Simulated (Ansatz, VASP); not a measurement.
## Two plane-wave programs on Ba

Contents of INCAR:

```
SYSTEM = Ba
ALGO = Normal ; EDIFF = 1E-7
ENCUT = 520 ; GGA = CA
ISIF = 2 ; ISMEAR = -1
LASPH = .True. ; LCHARG = .False.
LREAL = .False. ; LWAVE = .False.
NBANDS = 11 ; NELM = 80
PREC = Accurate ; SIGMA = 0.01
```

The input KPOINTS:

```
k-points
0
Gamma
  9 9 9
  0 0 0
```

The input POSCAR:

```
Ba
1.0
   -2.3789385306      2.3789385306      2.3789385306
    2.3789385306     -2.3789385306      2.3789385306
    2.3789385306      2.3789385306     -2.3789385306
Ba
1
Direct
    0.0000000000      0.0000000000      0.0000000000
```

Input for Ansatz:

```yaml
crystal:
  lattice:
    - [-2.3789385306, 2.3789385306, 2.3789385306]
    - [2.3789385306, -2.3789385306, 2.3789385306]
    - [2.3789385306, 2.3789385306, -2.3789385306]
  atoms:
    - { symbol: Ba, position: [0.0, 0.0, 0.0] }
hamiltonian:
  xc: lda
  pseudopotentials:
    kind: paw
    azcp:
      Ba: "pseudopotentials/Ba.paw.azcp"
basis:
  ecutwfc: 420
  fft_grid_basis: typed
kpoints:
  mp_grid: { grid: [9, 9, 9], shift: [0, 0, 0] }
magnetization:
  spin_polarized: false
scf:
  occupations: { method: fermi_dirac, width: 0.01 }
  lower_state_search: "off"
output:
  stress: true
```

Alike in both runs: task single point; functional LDA; k mesh 9 × 9 × 9; occupations fermi-dirac, width 0.01 eV; no spin polarisation.

```csv
,VASP,Ansatz
version,VASP 6.6.1,Ansatz 0.2.0
potentials or method,"VASP PAW LDA potentials, release 64 (Ba_sv), cutoff 520 eV","plane waves (420 eV) with PAW, scalar-relativistic"
valence electrons in the cell,10,10
```

Ansatz gave:

- pressure (GPa): 0.0

Question: What did VASP give for the same quantities?

Answer: Pressure (GPa): 0.1.

Ansatz warns that its potentials were made for another functional, while VASP's fit it. LDA's correlation is that of Perdew and Zunger in VASP and of Perdew and Wang (1992) in Ansatz.

Neither program's run includes spin-orbit coupling.
